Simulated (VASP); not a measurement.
**Zn: single point with LDA**

The system is Zn.

```
Zn
1.0
     0.00000    1.93822    1.93822
     1.93822    0.00000    1.93822
     1.93822    1.93822    0.00000
Zn
1
Direct
  0.00000 0.00000 0.00000
```

```
Program             : VASP 6.6.1
Task                : single point
Functional          : LDA
Potentials or basis : VASP PAW LDA potentials, release 64 (Zn)
Cutoff              : 520 eV
k mesh              : 13 × 13 × 13
Occupations         : methfessel-paxton, width 0.05 eV
Spin                : no spin polarisation
```

```
Pressure               : -5.7 GPa
Band gap on the k mesh : zero (band 6 reaches 4.24 eV, above the bottom of band 7 at 1.98 eV)
```

Levels at points of the mesh, in eV from the Fermi level:
```csv
k point,band 2,band 3,band 4,band 5,band 6,band 7,band 8,band 9,band 10,band 11
"(0.00, 0.00, 0.00)",-7.80,-7.80,-7.80,-7.38,-7.38,18.70,18.70,18.70,19.36,21.60
```

Run time: 4 s on 1 thread of Intel(R) Xeon(R) 6975P-C (Granite Rapids) (shared host), peak memory 0.12 GiB.
